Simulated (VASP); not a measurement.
# HfMg3 (Pm-3m) in VASP: further runs, part 2 of 2

VASP 6.6.1. Earlier steps stand in the parts before.

## 3. Relaxation of cell and atoms, PBE

This run uses another cell than the first one, of 21.78 Å³/atom, 0.996 times its volume.

The input, INCAR:

```
PREC     = Accurate       # precision mode
ENCUT    = 600            # plane-wave cutoff, eV
EDIFF    = 1E-7           # SCF threshold, eV
ISMEAR   = -1             # smearing method
SIGMA    = 0.15           # smearing width, eV
LREAL    = F              # projectors in reciprocal space
LASPH    = T              # aspherical terms in the spheres
NELM     = 100            # most SCF steps
ALGO     = Normal         # electronic algorithm
ISIF     = 3              # what is computed and relaxed
LWAVE    = F              # write WAVECAR
LCHARG   = F              # write CHGCAR
GGA      = PE             # functional
IBRION   = 2              # ionic algorithm
NSW      = 80             # ionic steps
EDIFFG   = -0.05          # ionic threshold
```

The input, KPOINTS:

```
regular mesh
0
Gamma
  5 5 5
```

The input, POSCAR:

```
HfMg3
1.0
    4.4333760000      0.0000000000      0.0000000000
    0.0000000000      4.4333760000      0.0000000000
    0.0000000000      0.0000000000      4.4333760000
Mg Hf
3 1
Direct
    0.5000000000      0.5000000000      0.0000000000
    0.5000000000      0.0000000000      0.5000000000
    0.0000000000      0.5000000000      0.5000000000
    0.0000000000      0.0000000000      0.0000000000
```

Potentials or basis: VASP PAW PBE potentials, release 64 (Mg, Hf_pv).

On the command line:

```
> cat potpaw_PBE.64/Mg/POTCAR potpaw_PBE.64/Hf_pv/POTCAR > POTCAR
> mpirun -np 1 vasp_std > vasp.out
```

Run time: 9.7 s. Hardware: 1 thread of Intel Xeon 6975P-C, shared host; peak memory 0.21 GiB.

The run converged. Its results:

```yaml
Free_energy: -13.9896 eV
Pressure_after_relaxing: 0.1 GPa
Band_gap_on_the_k_mesh: zero (band 8 reaches 3.68 eV, above the bottom of band 9 at 2.37 eV)
```

Final structure:
```
CELL_PARAMETERS angstrom
4.43338 0.00000 0.00000
0.00000 4.43338 0.00000
0.00000 0.00000 4.43338
ATOMIC_POSITIONS crystal
Mg 0.50000 0.50000 0.00000
Mg 0.50000 0.00000 0.50000
Mg 0.00000 0.50000 0.50000
Hf 0.00000 0.00000 0.00000
```

Levels at points of the mesh, in eV from the Fermi level:
```tsv
k point	band 5	band 6	band 7	band 8	band 9	band 10
(0.00, 0.00, 0.00)	-1.20	-1.20	0.59	0.59	0.59	1.26
```

Caveat: the relaxation stopped at its first step, so nothing moved; spin-orbit coupling is left out, which moves the levels of the heavy elements.

## 4. Relaxation of cell and atoms, PBE, target pressure 5 GPa, at which the enthalpy is minimised

This run uses another cell than the first one, of 21.78 Å³/atom, 0.996 times its volume.

The input, INCAR:

```
PREC = Accurate
ENCUT = 600
EDIFF = 1E-7
ISMEAR = -1
SIGMA = 0.15
LREAL = False
LASPH = True
NELM = 80
ALGO = Normal
ISIF = 3
LWAVE = False
LCHARG = False
GGA = PE
IBRION = 2
NSW = 80
EDIFFG = -0.05
PSTRESS = 50.0
```

The input, KPOINTS:

```
Automatic mesh
0
Gamma
  5 5 5
```

POSCAR is that of step 3.

On the command line:

```
> cat potpaw_PBE.64/Mg/POTCAR potpaw_PBE.64/Hf_pv/POTCAR > POTCAR
> mpirun -np 1 vasp_std > vasp.out
```

It took 26 s on 1 thread of Intel Xeon 6975P-C, shared host; peak memory 0.22 GiB.

It converged, with:

- Free energy: -13.8948 eV
- Relaxed volume: 20.21 Å³/atom
- Relaxed cell: a = 4.324 Å, b = 4.324 Å, c = 4.324 Å, α = 90.00°, β = 90.00°, γ = 90.00°
- Space group after relaxing (to 0.05 Å): Pm-3m (No. 221)
- Energy change on relaxing (the enthalpy is what falls): +23.7 meV/atom
- Ionic steps: 3
- Pressure after relaxing: 5.0 GPa
- Band gap on the k mesh: zero (band 8 reaches 4.18 eV, above the bottom of band 9 at 2.78 eV)

The path:
```csv
step,energy change (eV),largest force (eV/Å),pressure (GPa),volume (Å³)
1,0.0000,0.0000,0.11,87.14
2,0.1618,0.0000,6.80,79.02
3,0.0948,0.0000,5.01,80.85
```

Final structure:
```
Mg Hf
1.0
     4.32406    0.00000    0.00000
     0.00000    4.32406    0.00000
     0.00000    0.00000    4.32406
Mg Hf
3 1
Direct
  0.50000 0.50000 0.00000
  0.50000 0.00000 0.50000
  0.00000 0.50000 0.50000
  0.00000 0.00000 0.00000
```

Levels at points of the mesh, in eV from the Fermi level:
```tsv
k point	band 4	band 5	band 6	band 7	band 8	band 9	band 10	band 11
(0.00, 0.00, 0.00)	-7.16	-1.31	-1.31	0.68	0.68	0.68	1.33	1.33
```

Caveat: the cell is relaxed towards a set pressure, so the enthalpy falls and the energy may rise; spin-orbit coupling is left out, which moves the levels of the heavy elements.

## 5. Relaxation of cell and atoms, PBE, target pressure 10 GPa, at which the enthalpy is minimised

This run uses another cell than the first one, of 21.78 Å³/atom, 0.996 times its volume.

The input, INCAR:

```
SYSTEM = HfMg3
PREC     = Accurate       ! precision mode
ENCUT    = 600            ! plane-wave cutoff, eV
EDIFF    = 1E-7           ! SCF threshold, eV
ISMEAR   = -1             ! smearing method
SIGMA    = 0.15           ! smearing width, eV
LREAL    = .FALSE.        ! projectors in reciprocal space
LASPH    = .TRUE.         ! aspherical terms in the spheres
NELM     = 80             ! most SCF steps
ALGO     = Normal         ! electronic algorithm
ISIF     = 3              ! what is computed and relaxed
LWAVE    = .FALSE.        ! write WAVECAR
LCHARG   = .FALSE.        ! write CHGCAR
GGA      = PE             ! functional
IBRION   = 2              ! ionic algorithm
NSW      = 80             ! ionic steps
EDIFFG   = -0.05          ! ionic threshold
PSTRESS  = 100.0
```

The input, KPOINTS:

```
Automatic mesh
0
G
  5 5 5
  0 0 0
```

POSCAR is that of step 4.

On the command line:

```
> cat potpaw_PBE.64/Mg/POTCAR potpaw_PBE.64/Hf_pv/POTCAR > POTCAR
> mpirun -np 1 vasp_std > vasp.out
```

Wall time 34 s (1 thread of Intel Xeon 6975P-C, shared host); peak memory 0.22 GiB.

Results (log left out):

| Quantity | Value |
| --- | --- |
| Free energy | -13.6794 eV |
| Relaxed volume | 19.04 Å³/atom |
| Relaxed cell | a = 4.239 Å, b = 4.239 Å, c = 4.239 Å, α = 90.00°, β = 90.00°, γ = 90.00° |
| Space group after relaxing (to 0.05 Å) | Pm-3m (No. 221) |
| Energy change on relaxing (the enthalpy is what falls) | +77.5 meV/atom |
| Ionic steps | 3 |
| Pressure after relaxing | 10.0 GPa |
| Band gap on the k mesh | zero (band 8 reaches 4.60 eV, above the bottom of band 9 at 3.13 eV) |

The path:
```tsv
step	energy change (eV)	largest force (eV/Å)	pressure (GPa)	volume (Å³)
1	0.0000	0.0000	0.11	87.14
2	0.7175	0.0000	16.91	71.26
3	0.3102	0.0000	9.99	76.18
```

Final structure:
```xyz
4
Lattice="4.2391 0.0000 0.0000 0.0000 4.2391 0.0000 0.0000 0.0000 4.2391" Properties=species:S:1:pos:R:3 pbc="T T T"
Mg    2.1196    2.1196    0.0000
Mg    2.1196    0.0000    2.1196
Mg    0.0000    2.1196    2.1196
Hf    0.0000    0.0000    0.0000
```

Levels at points of the mesh, in eV from the Fermi level:
| k point | band 5 | band 6 | band 7 | band 8 | band 9 | band 10 |
| --- | --- | --- | --- | --- | --- | --- |
| (0.00, 0.00, 0.00) | -1.40 | -1.40 | 0.77 | 0.77 | 0.77 | 1.39 |

Caveat: the cell is relaxed towards a set pressure, so the enthalpy falls and the energy may rise; spin-orbit coupling is left out, which moves the levels of the heavy elements.

## 6. Relaxation of cell and atoms, PBE, target pressure 20 GPa, at which the enthalpy is minimised

This run uses another cell than the first one, of 21.78 Å³/atom, 0.996 times its volume.

The input, INCAR:

```
SYSTEM = HfMg3
PREC = Accurate
ENCUT = 600
EDIFF = 1E-6
ISMEAR = -1
SIGMA = 0.15
LREAL = .False.
LASPH = .True.
NELM = 80
ALGO = Normal
ISIF = 3
LWAVE = .False.
LCHARG = .False.
GGA = PE
IBRION = 2
NSW = 80
EDIFFG = -0.05
PSTRESS = 200.0
```

The input, KPOINTS:

```
regular mesh
0
Gamma
  5 5 5
  0 0 0
```

POSCAR is that of step 5.

Potentials or basis: VASP PAW PBE potentials, release 64 (Mg, Hf_pv).

On the command line:

```
> cat potpaw_PBE.64/Mg/POTCAR potpaw_PBE.64/Hf_pv/POTCAR > POTCAR
> mpirun -np 1 vasp_std > vasp.out
```

It took 46 s on 1 thread of Intel Xeon 6975P-C, shared host; peak memory 0.22 GiB.

Results (log left out):

```yaml
Free_energy: -13.0739 eV
Relaxed_volume: 17.38 Å³/atom
Relaxed_cell: a = 4.112 Å, b = 4.112 Å, c = 4.112 Å, α = 90.00°, β = 90.00°, γ = 90.00°
Space_group_after_relaxing_to_0.05_Å: Pm-3m (No. 221)
Energy_change_on_relaxing_the_enthalpy_is_what_falls: +228.9 meV/atom
Ionic_steps: 4
Pressure_after_relaxing: 19.9 GPa
Band_gap_on_the_k_mesh: zero (band 8 reaches 5.31 eV, above the bottom of band 9 at 3.73 eV)
```

Step by step:
```csv
step,energy change (eV),largest force (eV/Å),pressure (GPa),volume (Å³)
1,0.0000,0.0000,0.11,87.14
2,3.5391,0.0000,53.11,57.29
3,0.8684,0.0000,19.19,69.92
4,0.9157,0.0000,19.88,69.53
```

Final structure:
```cif
data_structure
_symmetry_space_group_name_H-M 'P 1'
_symmetry_Int_Tables_number 1
_cell_length_a 4.1121
_cell_length_b 4.1121
_cell_length_c 4.1121
_cell_angle_alpha 90.000
_cell_angle_beta 90.000
_cell_angle_gamma 90.000
_cell_volume 69.53
loop_
_atom_site_label
_atom_site_type_symbol
_atom_site_fract_x
_atom_site_fract_y
_atom_site_fract_z
_atom_site_occupancy
Mg1 Mg 0.50000 0.50000 0.00000 1
Mg2 Mg 0.50000 0.00000 0.50000 1
Mg3 Mg 0.00000 0.50000 0.50000 1
Hf1 Hf 0.00000 0.00000 0.00000 1
```

Levels at points of the mesh, in eV from the Fermi level:
```csv
k point,band 3,band 4,band 5,band 6,band 7,band 8,band 9,band 10,band 11,band 12
"(0.00, 0.00, 0.00)",-30.36,-7.73,-1.55,-1.55,0.93,0.93,0.93,1.46,1.46,1.46
```

Caveat: the cell is relaxed towards a set pressure, so the enthalpy falls and the energy may rise; the volume moved by over 15 % at a fixed basis, so the end points are rough; spin-orbit coupling is left out, which moves the levels of the heavy elements.

## 7. Summary

```tsv
task	cell	cutoff (eV)	gap on the mesh (eV)	pressure (GPa)
single point	a = 4.439 Å, 4 atoms	520	none	-0.1
relaxation of cell and atoms	relaxed from a = 4.433 Å, 4 atoms	600	none	0.1
relaxation of cell and atoms	relaxed to 5 GPa from a = 4.433 Å, 4 atoms	600	none	5.0
relaxation of cell and atoms	relaxed to 10 GPa from a = 4.433 Å, 4 atoms	600	none	10.0
relaxation of cell and atoms	relaxed to 20 GPa from a = 4.433 Å, 4 atoms	600	none	19.9
```

Alike in all rows: level PBE; potentials or basis VASP PAW PBE potentials, release 64 (Mg, Hf_pv); no spin polarisation; k mesh 5 × 5 × 5; smearing fermi-dirac 0.15 eV.

Caveats: spin-orbit coupling is left out, which moves the levels of the heavy elements; the cell is relaxed towards a set pressure, so the enthalpy falls and the energy may rise (some runs); the relaxation stopped at its first step, so nothing moved (some runs); the volume moved by over 15 % at a fixed basis, so the end points are rough (some runs).

Absolute energies hang on the potentials; compare differences alone.
